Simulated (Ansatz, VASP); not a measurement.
Given: the input of a run of Ansatz 0.2.0 on Ni.

The input input.yaml:

```yaml
crystal:
  lattice:
    - [2.4480228978, 0.0, 0.0]
    - [-1.2240114489, 2.1200500186, 0.0]
    - [0.0, 0.0, 4.07280757]
  atoms:
    - { symbol: Ni, position: [0.6666666667, 0.3333333333, 0.75], spin: 1.0 }
    - { symbol: Ni, position: [0.3333333333, 0.6666666667, 0.25], spin: 1.0 }
hamiltonian:
  xc: rpbe
  pseudopotentials: { kind: paw }
  dispersion: d3bj
magnetization:
  spin_polarized: true
kpoints:
  mp_grid: { grid: [12, 12, 7] }
scf:
  occupations: { method: fermi_dirac, width: 0.05 }
output:
  forces: true
  stress: true
  eigenvalues: true
relax:
  f_tol: 0.01
  max_steps: 40
  cell: { stress_tol: 0.05 }
```

Potentials or basis: Ansatz PAW.

Run with:

```console
$ ansatz run input.yaml --threads 2 --pin off --max-ram 5632MiB --backend cpu --events-out ev --progress --plain --runs-dir out
```

Question: Set up the same calculation for VASP 6.6.1. Potentials there: VASP PAW PBE potentials, release 64 (Ni).

Answer: As run (the cutoff follows the program's own potentials):

Contents of INCAR:

```
SYSTEM = Ni
PREC = Accurate
ENCUT = 600
EDIFF = 1E-6
ISMEAR = -1
SIGMA = 0.05
LREAL = .FALSE.
LASPH = .TRUE.
NELM = 150
ALGO = Normal
ISIF = 3
LWAVE = .FALSE.
LCHARG = .FALSE.
ISPIN = 2
MAGMOM = 1 1
LORBIT = 11
LMAXMIX = 4
GGA = RP
IVDW = 12
IBRION = 2
NSW = 60
EDIFFG = -0.01
```

KPOINTS

```
Automatic mesh
0
G
  12 12 7
  0 0 0
```

File POSCAR:

```
Ni
1.0
    2.4480228978      0.0000000000      0.0000000000
   -1.2240114489      2.1200500186      0.0000000000
    0.0000000000      0.0000000000      4.0728075700
Ni
2
Direct
    0.6666666667      0.3333333333      0.7500000000
    0.3333333333      0.6666666667      0.2500000000
```

Potentials or basis: VASP PAW PBE potentials, release 64 (Ni).

The run is started by

```sh
$ cat potpaw_PBE.64/Ni/POTCAR > POTCAR
$ mpirun -np 1 vasp_std > vasp.out
```

Both were run:

|  | VASP | Ansatz | Ansatz less VASP |
| --- | --- | --- | --- |
| gap on the k mesh at the Fermi level, each at its own relaxed structure (eV) | none | none | - |
| net moment per atom (μB) | 0.60 | 0.62 | +0.017 |
| size of the moment on the site where the two differ most (μB) | 0.60 | 0.65 | +0.052 |
| relaxed volume (Å³/atom) | 9.59 | 9.61 | +0.019 |
| relaxed cell length with the largest relative difference (Å) | 2.382 | 2.384 | +0.0018 |

VASP's potentials were made for PBE, not for RPBE. Site moments also hang on the region over which each program counts them. A gap of «none» marks a metal or a gap that the smearing closes. VASP's potentials hold 20 valence electrons a cell and Ansatz's 36, so a difference there can come from the potentials and not from the codes.

Noted on Ansatz's run: the plane-wave basis is chosen anew once the cell has moved, so the energies of steps on either side of that aren't comparable.
